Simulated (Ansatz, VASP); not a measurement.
BaTiO3 in VASP and in Ansatz

INCAR

```
ALGO     = Normal         # electronic algorithm
EDIFF    = 1E-6           # SCF threshold, eV
ENCUT    = 520            # plane-wave cutoff, eV
GGA      = PE             # functional
ISIF     = 2              # what is computed and relaxed
ISMEAR   = 0              # smearing method
LASPH    = True           # aspherical terms in the spheres
LCHARG   = True           # write CHGCAR
LELF     = True           # ELF
LREAL    = False          # projectors in reciprocal space
LVHAR    = True         
LWAVE    = False          # write WAVECAR
NBANDS   = 28             # bands
NELM     = 60             # most SCF steps
PREC     = Accurate       # precision mode
SIGMA    = 0.01           # smearing width, eV
```

KPOINTS

```
k-points
0
Gamma
  6 6 6
```

POSCAR

```
BaTiO3
1.0
    4.1037370749      0.0000000000      0.0000000000
    0.0000000000      4.1037370749      0.0000000000
    0.0000000000      0.0000000000      4.1224100122
Ba Ti O
1 1 3
Direct
    0.0000000000      0.0000000000      0.0000000000
    0.5000000000      0.5000000000      0.4900000000
    0.5000000000      0.5000000000      0.0190000000
    0.5000000000      0.0000000000      0.5170000000
    0.0000000000      0.5000000000      0.5170000000
```

Input for Ansatz:

```yaml
crystal:
  lattice:
    - [4.103737074910471, 0.0, 0.0]
    - [0.0, 4.103737074910471, 0.0]
    - [0.0, 0.0, 4.122410012248181]
  atoms:
    - { symbol: Ba, position: [0.0, 0.0, 0.0] }
    - { symbol: Ti, position: [0.5, 0.5, 0.49] }
    - { symbol: O, position: [0.5, 0.5, 0.019] }
    - { symbol: O, position: [0.5, 0.0, 0.517] }
    - { symbol: O, position: [0.0, 0.5, 0.517] }
basis:
  ecutwfc: 500.0
kpoints:
  mp_grid:
    grid: [6, 6, 6]
hamiltonian:
  xc: pbe
scf:
  convergence:
    dr2_threshold: 1.0e-10
  occupations:
    method: fixed
output:
  stress: true
```

Alike in both runs: task single point; functional PBE; k mesh 6 × 6 × 6; no spin polarisation.

|  | VASP | Ansatz |
| --- | --- | --- |
| version | VASP 6.6.1 | Ansatz 0.2.0 |
| potentials or method | VASP PAW PBE potentials, release 64 (Ba_sv, Ti_sv, O), cutoff 520 eV | plane waves, PAW |
| occupations | gaussian, width 0.01 eV | fixed |
| valence electrons in the cell | 40 | 40 |

```tsv
	VASP	Ansatz	Ansatz less VASP
pressure (GPa)	-7.4	-8.7	-1.30
traceless stress, the component that is largest in VASP (GPa)	0.44	0.41	-0.032
```

Spin-orbit coupling is off throughout.
